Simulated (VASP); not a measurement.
The system is Mg3W.

```xyz
4
Lattice="4.1280 0.0000 0.0000 0.0000 4.1280 0.0000 0.0000 0.0000 4.1280" Properties=species:S:1:pos:R:3 pbc="T T T"
Mg    0.0000    2.0640    2.0640
Mg    2.0640    0.0000    2.0640
Mg    2.0640    2.0640    0.0000
W     0.0000    0.0000    0.0000
```

```yaml
Program: VASP 6.6.1
Task: relaxation of cell and atoms
Functional: PBE
Potentials_or_basis: VASP PAW PBE potentials, release 64 (Mg, W_sv)
Cutoff: 600 eV
k_mesh: 4 × 4 × 4
Occupations: gaussian, width 0.1 eV
Spin: no spin polarisation
```

At the start: pressure 4.4 GPa; volume 17.59 Å³/atom.

How do energy, volume and symmetry change on relaxing?

Over 3 steps the energy falls by 12.1 meV/atom and the volume is 18.49 Å³/atom (+5.2 %); space group Pm-3m (No. 221, to 0.05 Å).

The path:
```csv
step,energy change (eV),largest force (eV/Å),pressure (GPa),volume (Å³)
1,0.0000,0.0000,4.43,70.34
2,-0.0417,0.0000,-1.46,75.41
3,-0.0483,0.0000,0.02,73.98
```

Final structure:
```
CELL_PARAMETERS angstrom
4.19792 0.00000 0.00000
0.00000 4.19792 0.00000
0.00000 0.00000 4.19792
ATOMIC_POSITIONS crystal
Mg 0.00000 0.50000 0.50000
Mg 0.50000 0.00000 0.50000
Mg 0.50000 0.50000 0.00000
W 0.00000 0.00000 0.00000
```

Caveat: the k points lie up to 0.37 Å⁻¹ apart in the final cell.
